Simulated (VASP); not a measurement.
# MgS (P1) in VASP: notebook, part 2 of 2

VASP 6.6.1. The steps go on from the part before.

### 4 Single point, r2SCAN

Contents of POSCAR:

```
MgS
1.0
    0.0000000000      5.6617536779      5.6617536779
    5.6617536779      0.0000000000      5.6617536779
    5.6617536779      5.6617536779      0.0000000000
Mg S
8 8
Direct
    0.0236275733      0.0130524046     -0.0130050695
   -0.0324806607      0.0194938717      0.4844091877
    0.0138486244      0.5203418707     -0.0493118415
    0.0173727092      0.4429996681      0.5184218825
    0.4892465581     -0.0203651566     -0.0160440572
    0.5189838992      0.0023181863      0.5001061793
    0.4675969939      0.5038387684      0.0471415775
    0.4730127187      0.5561795301      0.4734625794
    0.1432538479      0.1685516634      0.0655206887
    0.1422292537      0.0947082884      0.5923410291
    0.1092565193      0.5859706530      0.1321137482
    0.1113121545      0.6643102498      0.5837256772
    0.6387812338      0.0857668891      0.1446387545
    0.6188088001      0.1879966986      0.6176183562
    0.6187253454      0.6320452467      0.1308032002
    0.6428656574      0.6354124896      0.6646926401
```

Contents of INCAR.step1:

```
ALGO     = Normal         # electronic algorithm
EDIFF    = 1E-4           # SCF threshold, eV
ENCUT    = 520            # plane-wave cutoff, eV
GGA      = PE             # functional
ISMEAR   = -1             # smearing method
LASPH    = True           # aspherical terms in the spheres
LCHARG   = False          # write CHGCAR
LREAL    = Auto         
LWAVE    = True           # write WAVECAR
NBANDS   = 46             # bands
NELM     = 100            # most SCF steps
PREC     = Accurate       # precision mode
SIGMA    = 0.19           # smearing width, eV
```

Contents of INCAR.step2:

```
ALGO     = Normal         # electronic algorithm
EDIFF    = 1E-7           # SCF threshold, eV
ENCUT    = 520            # plane-wave cutoff, eV
ISIF     = 2              # what is computed and relaxed
ISMEAR   = -1             # smearing method
ISTART   = 1            
LASPH    = True           # aspherical terms in the spheres
LCHARG   = True           # write CHGCAR
LELF     = True           # ELF
LMIXTAU  = True         
LREAL    = Auto         
LVHAR    = True         
LWAVE    = False          # write WAVECAR
METAGGA  = R2SCAN         # meta-GGA
NBANDS   = 46             # bands
NELM     = 100            # most SCF steps
PREC     = Accurate       # precision mode
SIGMA    = 0.19           # smearing width, eV
```

Contents of KPOINTS:

```
k-points
0
Gamma
  2 2 2
```

Potentials or basis: VASP PAW PBE potentials, release 64 (Mg, S).

The run is started by

```
cat potpaw_PBE.64/Mg/POTCAR potpaw_PBE.64/S/POTCAR > POTCAR
cp INCAR.step1 INCAR
mpirun -np 1 vasp_std > vasp.out
cp INCAR.step2 INCAR
mpirun -np 1 vasp_std > vasp.out
```

OUTCAR:

```text
EDIFF = 1E-7
   ENCUT = 520
   ISIF = 2
   ISMEAR = -1
   ISTART = 1
   LASPH = True
   LREAL = Auto
   METAGGA = R2SCAN
   NELM = 100
   PREC = Accurate

 ion  position               nearest neighbor table
   1  0.024  0.013  0.987-   9 2.33  13 2.55  10 2.62  11 2.83   5 3.59   4 3.61
   2  0.968  0.019  0.484-  12 2.33  14 2.33  10 2.37   9 2.76   6 3.60
   3  0.014  0.520  0.951-  11 2.29   9 2.30  12 2.41  15 2.61
   4  0.017  0.443  0.518-  10 2.30  16 2.53  11 2.54  12 2.58   1 3.61
   5  0.489  0.980  0.984-  15 2.29   9 2.32  14 2.50  13 2.73   1 3.59
   6  0.519  0.002  0.500-  13 2.34  16 2.42  10 2.51  14 2.66   2 3.60
   7  0.468  0.504  0.047-  15 2.39  11 2.40  16 2.53  13 2.75
   8  0.473  0.556  0.473-  15 2.26  12 2.37  14 2.43  16 2.92
   9  0.143  0.169  0.066-   3 2.30   5 2.32   1 2.33   2 2.76
  10  0.142  0.095  0.592-   4 2.30   2 2.37   6 2.51   1 2.62
  11  0.109  0.586  0.132-   3 2.29   7 2.40   4 2.54   1 2.83
  12  0.111  0.664  0.584-   2 2.33   8 2.37   3 2.41   4 2.58
  13  0.639  0.086  0.145-   6 2.34   1 2.55   5 2.73   7 2.75
  14  0.619  0.188  0.618-   2 2.33   8 2.43   5 2.50   6 2.66
  15  0.619  0.632  0.131-   8 2.26   5 2.29   7 2.39   3 2.61
  16  0.643  0.635  0.665-   6 2.42   4 2.53   7 2.53   8 2.92

  LATTYP: Found a face centered cubic cell.
 ALAT       =    11.3235073558

  Lattice vectors:

 A1 = (   0.0000000000,   5.6617536779,   5.6617536779)
 A2 = (   5.6617536779,   0.0000000000,   5.6617536779)
 A3 = (   5.6617536779,   5.6617536779,   0.0000000000)

Analysis of symmetry for initial positions (statically):
=====================================================================
 Subroutine PRICEL returns:
 Original cell was already a primitive cell.

 Routine SETGRP: Setting up the symmetry group for a
 face centered cubic supercell.

 Subroutine GETGRP returns: Found  1 space group operations
 (whereof  1 operations were pure point group operations)
 out of a pool of 48 trial point group operations.

The static configuration has the point symmetry C_1 .

Analysis of symmetry for dynamics (positions and initial velocities):
=====================================================================
 Subroutine PRICEL returns:
 Original cell was already a primitive cell.

 Routine SETGRP: Setting up the symmetry group for a
 face centered cubic supercell.

 Subroutine GETGRP returns: Found  1 space group operations
 (whereof  1 operations were pure point group operations)
 out of a pool of 48 trial point group operations.

The dynamic configuration has the point symmetry C_1 .

 Subroutine INISYM returns: Found  1 space group operations
 (whereof  1 operations are pure point group operations),
 and found     1 'primitive' translations

----------------------------------------------------------------------------------------

                                     Primitive cell

  volume of cell :     362.9802

  direct lattice vectors                    reciprocal lattice vectors
     0.000000000  5.661753678  5.661753678    -0.088311860  0.088311860  0.088311860
     5.661753678  0.000000000  5.661753678     0.088311860 -0.088311860  0.088311860
     5.661753678  5.661753678  0.000000000     0.088311860  0.088311860 -0.088311860

  length of vectors
     8.006928838  8.006928838  8.006928838     0.152960629  0.152960629  0.152960629

  position of ions in fractional coordinates (direct lattice)
     0.023627573  0.013052405  0.986994931
[... 70 lines left out ...]
  0.500000  0.000000  0.500000      1.000000
   k-points           NKPTS =      8   k-points in BZ     NKDIM =      8   number of bands    NBANDS=     46
   number of dos      NEDOS =    301   number of ions     NIONS =     16
   total plane-waves  NPLWV = 216000
   dimension x,y,z NGX =    60 NGY =   60 NGZ =   60
   dimension x,y,z NGXF=   120 NGYF=  120 NGZF=  120
   ions per type =               8   8
   NGX,Y,Z   is equivalent  to a cutoff of  12.46, 12.46, 12.46 a.u.
   NGXF,Y,Z  is equivalent  to a cutoff of  24.92, 24.92, 24.92 a.u.
 SYSTEM =  unknown system
   PREC   = accura    normal or accurate (medium, high low for compatibility)
   ISTART =      1    job   : 0-new  1-cont  2-samecut
   ICHARG =      0    charge: 1-file 2-atom 10-const
   ISPIN  =      1    spin polarized calculation?
   LNONCOLLINEAR =      F non collinear calculations
   LSORBIT =      F    spin-orbit coupling
   LASPH  =      T    aspherical Exc in radial PAW
   ENCUT  =  520.0 eV  38.22 Ry    6.18 a.u.  14.89 14.89 14.89*2*pi/ulx,y,z
   NELM   =    100;   NELMIN=  2; NELMDL=  0     # of ELM steps
   EDIFF  = 0.1E-06   stopping-criterion for ELM
   LREAL  =      T    real-space projection
   EDIFFG = 0.1E-05   stopping-criterion for IOM
   NSW    =      0    number of steps for IOM
   IBRION =     -1    ionic relax: 0-MD 1-quasi-New 2-CG
   NFREE  =      0    steps in history (QN), initial steepest desc. (CG)
   ISIF   =      2    stress and relaxation
   ISYM   =      2    0-nonsym 1-usesym 2-fastsym
   POTIM  = 0.5000    time-step for ionic-motion
   TEBEG  =    0.0;   TEEND  =   0.0 temperature during run
   PSTRESS=    0.0 pullay stress
   NELECT =      64.0000    total number of electrons
   NUPDOWN=      -1.0000    fix difference up-down
   EMIN   =  10.00;   EMAX   =-10.00  energy-range for DOS
   EFERMI =   0.00;   METHOD = LEGACY
   ISMEAR =    -1;   SIGMA  =   0.19  broadening in eV -4-tet -1-fermi 0-gaus
   EFERMI_NEDOS =   21; number of points for ismear=-14 and -15
   IALGO  =     38    algorithm
   IMIX   =      4    mixing-type and parameters
     AMIX     =   0.40;   BMIX     =  1.00
     AMIX_MAG =   1.60;   BMIX_MAG =  1.00
  volume/ion in A,a.u.               =      22.69       153.09
  Fermi-wavevector in a.u.,A,eV,Ry     =   0.917995  1.734760 11.465842  0.842716
  Thomas-Fermi vector in A             =   2.043027
   LORBIT       =      0    0 simple, 1 ext, 2 COOP (PROOUT), +10 PAW based schemes
   METAGGA = R2SCAN    functional components
   LHFCALC =     F    Hartree Fock is set to
   AEXX    =    0.0000 exact exchange contribution
   IVDW    =     0    specifies the selected vdW correction
   LEPSILON=     F    determine dielectric tensor
   LRPA    =     F    only Hartree local field effects (RPA)
 non-spin polarized calculation
  energy-cutoff  :      520.00
  volume of cell :      362.98
 maximum number of plane-waves:      9841
 NGX is ok and might be reduce to    60
   NGX = 29   NGY = 29   NGZ = 29

 number of electron      64.0000001 magnetization

 Free energy of the ion-electron system (eV)
  ---------------------------------------------------
  ext. energy  EPLUGINS =         0.00000000
  ---------------------------------------------------
  free energy    TOTEN  =      -120.69466917 eV

  energy without entropy =     -120.69394141  energy(sigma->0) =     -120.69430529

 E-fermi :   3.1276     XC(G=0):  -8.7869

 val. band max:        1.3722920754   @ k =   0.0000   0.0000   0.0000
 cond. band min:       4.5336015473   @ k =   0.0000   0.0000   0.0000
 fundamental gap:      3.1613094719
 Fermi energy:         3.1275830531

 k-point     1 :       0.0000    0.0000    0.0000
  band No.  band energies     occupation
      1     -11.1502      2.00000
      2     -10.6374      2.00000
      3     -10.5654      2.00000
      4     -10.3552      2.00000
      5     -10.2031      2.00000
      6      -9.9370      2.00000
[... 365 lines left out ...]
     43       8.0105      0.00000
     44       8.2276      0.00000
 [bands above 44 left out]

------------------------ aborting loop because EDIFF is reached ----------------------------------------

  FORCE on cell =-STRESS in cart. coord.  units (eV):
  Direction    XX          YY          ZZ          XY          YZ          ZX
  --------------------------------------------------------------------------------------
  -------------------------------------------------------------------------------------
  Total        1.7456535      2.4753762      1.0402434     -1.7405901     -1.0337120      0.3354719
  in kB        7.7052321     10.9261936      4.5915850     -7.6828824     -4.5627560      1.4807572
  external PRESSURE =       7.7410036 kB  Pullay stress =       0.0000000 kB

 VOLUME and BASIS-vectors are now :
 -----------------------------------------------------------------------------
  energy-cutoff  :      520.00
  volume of cell :      362.98
      direct lattice vectors                 reciprocal lattice vectors
     0.000000000  5.661753678  5.661753678    -0.088311860  0.088311860  0.088311860
     5.661753678  0.000000000  5.661753678     0.088311860 -0.088311860  0.088311860
     5.661753678  5.661753678  0.000000000     0.088311860  0.088311860 -0.088311860

 POSITION                                       TOTAL-FORCE (eV/Angst)
 -----------------------------------------------------------------------------------
      5.66202      5.72190      0.20767        -0.736384     -0.870580     -1.504528
      2.85297      8.22046      5.58823        -0.259555     -0.469142      0.887422
      8.32861      5.46097      3.02446         0.458960     -0.886862     -0.136272
      5.44333      3.03354      2.60652         1.001452     -1.327535      0.666790
     11.11737      8.34091      8.31644         0.645729      0.343995      1.792509
      2.84460      5.76984      2.95148         0.155557      0.246471     -0.082701
[... 8 lines left out ...]
      4.31906      4.24365      7.08156        -1.177442      0.013563      0.406320
      7.36087      7.40307      7.23730        -0.436279     -0.438231     -0.690614
 -----------------------------------------------------------------------------------
    total drift:                               -0.003802      0.000620     -0.006316

  FREE ENERGIE OF THE ION-ELECTRON SYSTEM (eV)
  ---------------------------------------------------
  free  energy   TOTEN  =      -120.6946691653 eV

  energy  without entropy=     -120.6939414137  energy(sigma->0) =     -120.69430529
```

Run time: 27 min. Hardware: 1 thread of Intel Xeon 8259CL, shared host; peak memory 0.58 GiB.

Results:

```
Free energy            : -120.6947 eV
Pressure               : 0.8 GPa
Largest force          : 2.070 eV/Å
Band gap on the k mesh : 3.16 eV
```

Forces on the atoms (eV/Å):
```
Mg  -0.736 -0.871 -1.505
Mg  -0.260 -0.469  0.887
Mg   0.459 -0.887 -0.136
Mg   1.001 -1.328  0.667
Mg   0.646  0.344  1.793
Mg   0.156  0.246 -0.083
Mg  -1.572 -0.064 -0.209
Mg   1.090  1.645  0.020
S    0.052  0.550 -1.539
S    0.585  1.475 -0.067
S    1.470  0.672  1.293
S   -0.708  0.199 -0.678
S   -0.089 -0.681  1.008
S   -0.480 -0.406 -1.168
S   -1.177  0.014  0.406
S   -0.436 -0.438 -0.691
```

Caveat: the k points lie up to 0.48 Å⁻¹ apart; the atoms stand as in a frame of molecular dynamics; the structure was generated, so it needn't be the stable form of MgS; the PAW data sets were made with another functional, which shifts forces and pressure a little.

### 5 The runs side by side

| cell | gap on the mesh (eV) | pressure (GPa) | largest force (eV/Å) |
| --- | --- | --- | --- |
| as given, atomic positions A | 3.56 | 1.4 | 2.16 |
| as given, atomic positions B | 3.26 | 1.8 | 2.42 |
| as given, atomic positions C | 3.16 | 0.8 | 2.07 |

Alike in all rows: task single point; level r2SCAN; potentials or basis VASP PAW PBE potentials, release 64 (Mg, S); no spin polarisation; k mesh 2 × 2 × 2; cutoff (eV) 520; smearing fermi-dirac 0.19 eV.

Caveats: all runs use coarse meshes; the atoms stand as in a frame of molecular dynamics; the structure was generated, so it needn't be the stable form of MgS; the PAW data sets were made with another functional, which shifts forces and pressure a little.

Absolute energies hang on the potentials; compare differences alone.
